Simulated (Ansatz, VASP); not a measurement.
**One calculation of LiF, two programs**

File POSCAR:

```
LiF
1.0
    0.0000000000      2.1446105480      2.1446105480
    2.1446105480      0.0000000000      2.1446105480
    2.1446105480      2.1446105480      0.0000000000
Li F
1 1
Direct
    0.0000000000      0.0000000000      0.0000000000
    0.2500000000      0.2500000000      0.2500000000
```

The input INCAR.step1:

```
SYSTEM = LiF
PREC     = Accurate       ! precision mode
ENCUT    = 520            ! plane-wave cutoff, eV
EDIFF    = 1E-5           ! SCF threshold, eV
ISMEAR   = 0              ! smearing method
SIGMA    = 0.01           ! smearing width, eV
LREAL    = .False.        ! projectors in reciprocal space
LASPH    = .True.         ! aspherical terms in the spheres
NELM     = 60             ! most SCF steps
ALGO     = Normal         ! electronic algorithm
ISIF     = 2              ! what is computed and relaxed
LWAVE    = .True.         ! write WAVECAR
NBANDS   = 12             ! bands
GGA      = PE             ! functional
```

Contents of INCAR.step2:

```
SYSTEM = LiF
PREC     = Accurate       ! precision mode
ENCUT    = 520            ! plane-wave cutoff, eV
EDIFF    = 1E-6           ! SCF threshold, eV
ISMEAR   = 0              ! smearing method
SIGMA    = 0.01           ! smearing width, eV
LREAL    = .False.        ! projectors in reciprocal space
LASPH    = .True.         ! aspherical terms in the spheres
NELM     = 60             ! most SCF steps
ALGO     = Normal         ! electronic algorithm
ISIF     = 2              ! what is computed and relaxed
LWAVE    = .False.        ! write WAVECAR
LCHARG   = .True.         ! write CHGCAR
GGA      = PE             ! functional
LHFCALC  = .True.         ! exact exchange
AEXX     = 0.3            ! exact-exchange fraction
HFSCREEN = 0.5            ! screening, 1/A
PRECFOCK = Normal       
LELF     = .True.         ! ELF
LVHAR    = .True.       
NBANDS   = 12             ! bands
ISTART   = 1
```

File KPOINTS:

```
Automatic mesh
0
Gamma
  4 4 4
  0 0 0
```

Input for Ansatz:

```yaml
crystal:
  lattice:
    - [0.0, 2.144610548, 2.144610548]
    - [2.144610548, 0.0, 2.144610548]
    - [2.144610548, 2.144610548, 0.0]
  atoms:
    - { symbol: Li, position: [0.0, 0.0, 0.0] }
    - { symbol: F, position: [0.25, 0.25, 0.25] }
kpoints:
  mp_grid: { grid: [4, 4, 4] }
hamiltonian:
  xc: { exchange: pbe, correlation: pbe, exx: { coeff: 0.3, omega: 0.5 } }
scf:
  occupations: { method: fixed }
  n_extra_bands: 4
output:
  forces: true
  stress: true
  eigenvalues: true
```

Alike in both runs: task single point; functional PBE-based screened hybrid with a share of 0.3 of exact exchange and HFSCREEN = 0.5; k mesh 4 × 4 × 4; no spin polarisation.

|  | VASP | Ansatz |
| --- | --- | --- |
| version | VASP 6.6.1 | Ansatz 0.2.0 |
| potentials or method | VASP PAW PBE potentials, release 64 (Li_sv, F) | plane waves |
| plane-wave cutoff (eV) | 520 | 420 |
| occupations | gaussian, width 0.01 eV | fixed |
| valence electrons in the cell | 10 | 10 |

Ansatz gave:

* gap on the k mesh at the Fermi level (eV): 9.63

Q: Which values does VASP return?

A: gap on the k mesh at the Fermi level (eV): 9.61.

VASP's potentials were made for PBE, not for PBE-based screened hybrid. Ansatz's warnings: stress exchange threshold loose, stress scf threshold loose.

The k mesh is coarse, so the values compare programs but aren't converged. Noted on VASP's run: the cutoff is under 1.25 times that of the potentials, so the pressure is a little rough.
